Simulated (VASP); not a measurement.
# SnSe: single point with PBE+D3(BJ)

SnSe:

```xyz
8
Lattice="11.1505 0.0000 0.0000 0.0000 4.0944 0.0000 0.0000 0.0000 4.1835" Properties=species:S:1:pos:R:3 pbc="T T T"
Sn    1.2939    1.0236    0.2296
Sn    4.2814    3.0708    2.3214
Sn    6.8692    1.0236    1.8621
Sn    9.8566    3.0708    3.9538
Se    4.0115    1.0236    0.0663
Se    1.5638    3.0708    2.1580
Se    9.5867    1.0236    2.0254
Se    7.1391    3.0708    4.1171
```

* Program: VASP 6.6.1
* Task: single point
* Functional: PBE
* Dispersion: D3(BJ)
* Potentials or basis: VASP PAW PBE potentials, release 64 (Sn_d, Se)
* Cutoff: 520 eV
* k mesh: 4 × 8 × 8
* Occupations: gaussian, width 0.02 eV
* Spin: no spin polarisation

The pressure is 4.4 GPa. The largest force is 0.012 eV/Å, the band gap on the k mesh is 0.15 eV (least direct gap 0.66 eV) and the dispersion energy per atom is -0.405 eV.

Forces on the atoms (eV/Å):
```
Sn  -0.010  0.000 -0.006
Sn   0.010  0.000 -0.006
Sn  -0.010  0.000  0.006
Sn   0.010  0.000  0.006
Se   0.011  0.000  0.004
Se  -0.011  0.000  0.004
Se   0.011  0.000 -0.004
Se  -0.011  0.000 -0.004
```

Levels at points of the mesh, in eV from the valence-band top:
```
           k point  band 38  band 39  band 40  band 41  band 42  band 43
(0.00, 0.00, 0.00)    -1.58    -0.91    -0.78     0.15     3.15     3.30
(0.50, 0.00, 0.00)    -2.27    -0.79    -0.79     2.57     2.57     2.82
(0.00, 0.50, 0.00)    -1.21    -0.44    -0.44     0.65     0.65     1.29
(0.50, 0.50, 0.00)    -0.88    -0.88    -0.88     1.39     1.39     1.39
(0.00, 0.00, 0.50)    -0.88    -0.35    -0.35     0.85     0.85     1.17
(0.50, 0.00, 0.50)    -0.52    -0.19    -0.19     0.92     0.92     0.96
(0.00, 0.50, 0.50)    -2.59    -1.99    -1.99     2.60     2.60     2.90
(0.50, 0.50, 0.50)    -1.84    -1.84    -1.84     2.18     2.18     2.18
```

Run time: 19 min on 1 thread of Intel Xeon 8259CL, on a shared host, peak memory 0.64 GiB.

Caveat: the cell stands under pressure; spin-orbit coupling is left out, which moves the levels of the heavy elements. A k mesh can miss the band edges.
